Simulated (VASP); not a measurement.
Crystal: Y2Zn.

```xyz
6
Lattice="4.6442 0.0000 0.0000 0.0000 4.6442 0.0000 0.0000 0.0000 6.6859" Properties=species:S:1:pos:R:3 pbc="T T T"
Y     0.0000    2.3221    1.3572
Y     0.0000    2.3221    4.7002
Y     2.3221    0.0000    1.9857
Y     2.3221    0.0000    5.3286
Zn    0.0000    0.0000    0.0000
Zn    2.3221    2.3221    3.3429
```

```yaml
Program: VASP 6.6.1
Task: relaxation of cell and atoms
Functional: PBE
Potentials_or_basis: VASP PAW PBE potentials, release 64 (Y_sv, Zn)
Cutoff: 500 eV
k_mesh: 4 × 4 × 4
Occupations: gaussian, width 0.1 eV
Spin: no spin polarisation
```

At the start: pressure 12.3 GPa; volume 24.03 Å³/atom.

Task: How do energy, volume and symmetry change on relaxing?

Result: Over 8 steps the energy falls by 163.1 meV/atom and the volume is 28.92 Å³/atom (+20.3 %); space group P4_2/nmc (No. 137, to 0.1 Å) before and after.

Step by step:
```tsv
step	energy change (eV)	largest force (eV/Å)	pressure (GPa)	volume (Å³)
1	0.0000	0.0983	12.25	144.21
2	-0.8616	0.0841	-2.80	186.07
3	-0.9757	0.0519	0.08	173.46
4	-0.9757	0.0537	-0.09	174.09
5	-0.9764	0.0504	0.02	173.71
6	-0.9770	0.0451	0.19	173.13
7	-0.9774	0.0431	0.17	173.22
8	-0.9785	0.0371	0.11	173.50
```

Final structure:
```
Y Zn
1.0
     4.93552    0.00000    0.00000
     0.00000    4.93552    0.00000
     0.00000    0.00000    7.12243
Y Zn
4 2
Cartesian
  0.0000 2.4678 1.4353
  4.9355 2.4678 4.9965
  2.4678 0.0000 2.1259
  2.4678 0.0000 5.6872
  0.0000 0.0000 0.0000
  2.4678 2.4678 3.5612
```

Caveat: the volume moved by over 15 % at a fixed basis, so the end points are rough.
